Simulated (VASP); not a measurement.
# RbCl in VASP: settings compared

The runs below take RbCl through single point, with PBE, r2SCAN.

All numbers are computed with VASP 6.6.1; they aren't measurements. Logs are shortened: lines on timing, memory, paths and dates and some standing lists are left out, and cuts for length are marked.

## (1) The cell of the first run

The structure is cubic, space group Fm-3m (No. 225). The conventional cell has a = 6.612 Å, b = 6.612 Å, c = 6.612 Å, α = 90.00°, β = 90.00°, γ = 90.00°. Rb (site symmetry m-3m) has 6 Cl at 3.31 Å within 4.3 Å. Cl (site symmetry m-3m) has 6 Rb at 3.31 Å within 4.3 Å.

## (2) Single point, PBE

Input file INCAR:

```
SYSTEM = RbCl
PREC = Accurate ; ENCUT = 500
EDIFF = 1E-6 ; ISMEAR = -1
SIGMA = 0.02 ; LREAL = .FALSE.
LASPH = .TRUE. ; NELM = 120
ALGO = Normal ; ISIF = 2
LWAVE = .FALSE. ; LCHARG = .FALSE.
GGA = PE ; NBANDS = 15
GGA_COMPAT = .FALSE.
```

Input file KPOINTS:

```
Automatic mesh
0
G
  6 6 6
  0 0 0
```

Input file POSCAR:

```
RbCl
1.0
    0.0000000000      3.3058128222      3.3058128222
    3.3058128222      0.0000000000      3.3058128222
    3.3058128222      3.3058128222      0.0000000000
Rb Cl
1 1
Direct
    0.0000000000      0.0000000000      0.0000000000
    0.5000000000      0.5000000000      0.5000000000
```

Potentials or basis: VASP PAW PBE potentials, release 64 (Rb_sv, Cl).

Command:

```sh
> cat potpaw_PBE.64/Rb_sv/POTCAR potpaw_PBE.64/Cl/POTCAR > POTCAR
> mpirun -np 1 vasp_std > vasp.out
```

OUTCAR:

```text
SYSTEM = RbCl
   PREC = Accurate
   ENCUT = 500
   EDIFF = 1E-6
   ISMEAR = -1
   LREAL = .FALSE.
   LASPH = .TRUE.
   NELM = 120
   ISIF = 2
   GGA = PE

 ion  position               nearest neighbor table
   1  0.000  0.000  0.000-   2 3.31   2 3.31   2 3.31   2 3.31   2 3.31   2 3.31
   2  0.500  0.500  0.500-   1 3.31   1 3.31   1 3.31   1 3.31   1 3.31   1 3.31

  LATTYP: Found a face centered cubic cell.
 ALAT       =     6.6116256444

  Lattice vectors:

 A1 = (   0.0000000000,   3.3058128222,   3.3058128222)
 A2 = (   3.3058128222,   0.0000000000,   3.3058128222)
 A3 = (   3.3058128222,   3.3058128222,   0.0000000000)

Analysis of symmetry for initial positions (statically):
=====================================================================
 Subroutine PRICEL returns:
 Original cell was already a primitive cell.

 Routine SETGRP: Setting up the symmetry group for a
 face centered cubic supercell.

 Subroutine GETGRP returns: Found 48 space group operations
 (whereof 48 operations were pure point group operations)
 out of a pool of 48 trial point group operations.

The static configuration has the point symmetry O_h .

Analysis of symmetry for dynamics (positions and initial velocities):
=====================================================================
 Subroutine PRICEL returns:
 Original cell was already a primitive cell.

 Routine SETGRP: Setting up the symmetry group for a
 face centered cubic supercell.

 Subroutine GETGRP returns: Found 48 space group operations
 (whereof 48 operations were pure point group operations)
 out of a pool of 48 trial point group operations.

The dynamic configuration has the point symmetry O_h .

 Subroutine INISYM returns: Found 48 space group operations
 (whereof 48 operations are pure point group operations),
 and found     1 'primitive' translations

----------------------------------------------------------------------------------------

                                     Primitive cell

  volume of cell :      72.2545

  direct lattice vectors                    reciprocal lattice vectors
     0.000000000  3.305812822  3.305812822    -0.151248733  0.151248733  0.151248733
     3.305812822  0.000000000  3.305812822     0.151248733 -0.151248733  0.151248733
     3.305812822  3.305812822  0.000000000     0.151248733  0.151248733 -0.151248733

  length of vectors
     4.675125328  4.675125328  4.675125328     0.261970490  0.261970490  0.261970490

  position of ions in fractional coordinates (direct lattice)
[... 80 lines left out ...]
   PSTRESS=    0.0 pullay stress
   NELECT =      16.0000    total number of electrons
   NUPDOWN=      -1.0000    fix difference up-down
   EMIN   =  10.00;   EMAX   =-10.00  energy-range for DOS
   EFERMI =   0.00;   METHOD = LEGACY
   ISMEAR =    -1;   SIGMA  =   0.02  broadening in eV -4-tet -1-fermi 0-gaus
   EFERMI_NEDOS =   21; number of points for ismear=-14 and -15
   IALGO  =     38    algorithm
   IMIX   =      4    mixing-type and parameters
     AMIX     =   0.40;   BMIX     =  1.00
     AMIX_MAG =   1.60;   BMIX_MAG =  1.00
  volume/ion in A,a.u.               =      36.13       243.80
  Fermi-wavevector in a.u.,A,eV,Ry     =   0.990436  1.871653 13.346827  0.980964
  Thomas-Fermi vector in A             =   2.122107
   LORBIT       =      0    0 simple, 1 ext, 2 COOP (PROOUT), +10 PAW based schemes
   GGA     = PE    functional components
   LHFCALC =     F    Hartree Fock is set to
   AEXX    =    0.0000 exact exchange contribution
   IVDW    =     0    specifies the selected vdW correction
   LEPSILON=     F    determine dielectric tensor
   LRPA    =     F    only Hartree local field effects (RPA)
 non-spin polarized calculation
  energy-cutoff  :      500.00
  volume of cell :       72.25
 maximum number of plane-waves:      1853
 NGX is ok and might be reduce to    36
   NGX = 17   NGY = 17   NGZ = 17

 number of electron      16.0000002 magnetization

 Free energy of the ion-electron system (eV)
  ---------------------------------------------------
  ext. energy  EPLUGINS =         0.00000000
  ---------------------------------------------------
  free energy    TOTEN  =        -6.66990362 eV

  energy without entropy =       -6.66990362  energy(sigma->0) =       -6.66990362

 E-fermi :  -1.4576     XC(G=0):  -7.2965

 val. band max:       -1.9291541195   @ k =   0.0000   0.0000   0.0000
 cond. band min:       3.0246314159   @ k =   0.0000   0.0000   0.0000
 fundamental gap:      4.9537855354
 Fermi energy:        -1.4576264279

 k-point     1 :       0.0000    0.0000    0.0000
  band No.  band energies     occupation
      1     -25.8845      2.00000
      2     -13.9151      2.00000
      3      -9.9334      2.00000
      4      -9.9334      2.00000
      5      -9.9334      2.00000
      6      -1.9292      2.00000
      7      -1.9292      2.00000
      8      -1.9292      2.00000
      9       3.0246      0.00000
     10       6.0552      0.00000
     11       6.0552      0.00000
     12       6.0552      0.00000
     13       7.0297      0.00000
     14       7.0297      0.00000
[... 257 lines left out ...]
      2     -13.8915      2.00000
      3     -10.1404      2.00000
      4     -10.0664      2.00000
      5      -9.9498      2.00000
      6      -2.2791      2.00000
      7      -2.2151      2.00000
      8      -2.1079      2.00000
      9       4.9724      0.00000
     10       6.5905      0.00000
     11       6.8120      0.00000
     12       7.8561      0.00000
     13       8.8692      0.00000
     14       9.7608      0.00000
     15      10.2565      0.00000

------------------------ aborting loop because EDIFF is reached ----------------------------------------

  FORCE on cell =-STRESS in cart. coord.  units (eV):
  Direction    XX          YY          ZZ          XY          YZ          ZX
  --------------------------------------------------------------------------------------
  -------------------------------------------------------------------------------------
  Total        0.2757748      0.2757748      0.2757748      0.0000000      0.0000000      0.0000000
  in kB        6.1150547      6.1150547      6.1150547      0.0000000      0.0000000      0.0000000
  external PRESSURE =       6.1150547 kB  Pullay stress =       0.0000000 kB

 VOLUME and BASIS-vectors are now :
 -----------------------------------------------------------------------------
  energy-cutoff  :      500.00
  volume of cell :       72.25
      direct lattice vectors                 reciprocal lattice vectors
     0.000000000  3.305812822  3.305812822    -0.151248733  0.151248733  0.151248733
     3.305812822  0.000000000  3.305812822     0.151248733 -0.151248733  0.151248733
     3.305812822  3.305812822  0.000000000     0.151248733  0.151248733 -0.151248733

 POSITION                                       TOTAL-FORCE (eV/Angst)
 -----------------------------------------------------------------------------------
      0.00000      0.00000      0.00000         0.000000     -0.000000     -0.000000
      3.30581      3.30581      3.30581        -0.000000      0.000000      0.000000
 -----------------------------------------------------------------------------------
    total drift:                                0.000000      0.000000      0.000000

  FREE ENERGIE OF THE ION-ELECTRON SYSTEM (eV)
  ---------------------------------------------------
  free  energy   TOTEN  =        -6.6699036152 eV

  energy  without entropy=       -6.6699036152  energy(sigma->0) =       -6.66990362
```

OSZICAR:

```text
N       E                     dE             d eps       ncg     rms          rms(c)
DAV:   1     0.792866341881E+02    0.79287E+02   -0.67507E+03   480   0.900E+02
DAV:   2    -0.152546639999E+01   -0.80812E+02   -0.74501E+02   674   0.169E+02
DAV:   3    -0.686350730159E+01   -0.53380E+01   -0.53194E+01   655   0.442E+01
DAV:   4    -0.703552556768E+01   -0.17202E+00   -0.17200E+00   712   0.737E+00
DAV:   5    -0.703662080622E+01   -0.10952E-02   -0.10952E-02   669   0.603E-01    0.312E+00
DAV:   6    -0.667671426365E+01    0.35991E+00   -0.50174E-01   585   0.345E+00    0.238E+00
DAV:   7    -0.665394206630E+01    0.22772E-01   -0.12060E-01   641   0.183E+00    0.143E+00
DAV:   8    -0.666815171806E+01   -0.14210E-01   -0.18435E-02   572   0.813E-01    0.175E-01
DAV:   9    -0.666925300194E+01   -0.11013E-02   -0.13816E-03   620   0.200E-01    0.101E-01
DAV:  10    -0.666987958387E+01   -0.62658E-03   -0.55157E-04   515   0.146E-01    0.146E-02
DAV:  11    -0.666989813529E+01   -0.18551E-04   -0.27206E-05   613   0.337E-02    0.126E-02
DAV:  12    -0.666990359842E+01   -0.54631E-05   -0.12514E-05   515   0.202E-02    0.386E-03
DAV:  13    -0.666990361520E+01   -0.16774E-07   -0.24295E-07   541   0.335E-03
   1 F= -.66699036E+01 E0= -.66699036E+01  d E =-.145072E-11
```

It took 26 s on 1 thread of Oxide Virtual Turin-like, shared host; peak memory 0.17 GiB.

Results:

| Item | Value |
| --- | --- |
| Free energy | -6.6699 eV |
| Pressure | 0.6 GPa |
| Band gap on the k mesh | 4.95 eV |

## (3) Single point, PBE (epitaxial xy strain +0.5%)

Input file INCAR:

```
ALGO = Normal ; EDIFF = 1E-6
ENCUT = 500 ; GGA = PE
GGA_COMPAT = False ; ISIF = 2
ISMEAR = -1 ; LASPH = True
LCHARG = True ; LELF = True
LREAL = False ; LVHAR = True
LWAVE = False ; NBANDS = 15
NELM = 120 ; PREC = Accurate
SIGMA = 0.02
```

Input file KPOINTS:

```
k-points
0
Gamma
  6 6 6
```

Input file POSCAR:

```
RbCl
1.0
    0.0000000000      3.3223418864      3.3036454337
    3.3223418864      0.0000000000      3.3036454337
    3.3223418864      3.3223418864      0.0000000000
Rb Cl
1 1
Direct
    0.0000000000      0.0000000000      0.0000000000
    0.5000000000      0.5000000000      0.5000000000
```

Potentials or basis: VASP PAW PBE potentials, release 64 (Rb_sv, Cl).

Command:

```sh
> cat potpaw_PBE.64/Rb_sv/POTCAR potpaw_PBE.64/Cl/POTCAR > POTCAR
> mpirun -np 1 vasp_std > vasp.out
```

It took 65 s on 1 thread of Oxide Virtual Turin-like, shared host; peak memory 0.17 GiB.

The run converged. Its results:

```
Free energy            : -6.6722 eV
Pressure               : 0.5 GPa
Band gap on the k mesh : 4.92 eV
```

Stress tensor (GPa, compression positive):
```
0.39 0.00 0.00
0.00 0.39 0.00
0.00 0.00 0.58
```

Levels at points of the mesh, in eV from the valence-band top:
```tsv
k point	band 6	band 7	band 8	band 9	band 10	band 11
(0.00, 0.00, 0.00)	-0.01	-0.01	0.00	4.92	7.96	7.96
(0.50, 0.00, 0.00)	-0.83	-0.32	-0.32	7.67	7.88	10.06
(0.50, 0.50, 0.00)	-0.32	-0.11	-0.11	6.21	7.96	9.60
(0.50, 0.00, 0.50)	-0.33	-0.11	-0.10	6.22	7.95	9.57
```

Caveat: the cell differs from its parent crystal (epitaxial xy strain +0.5%).

(Part 1 of 2 ends here.)
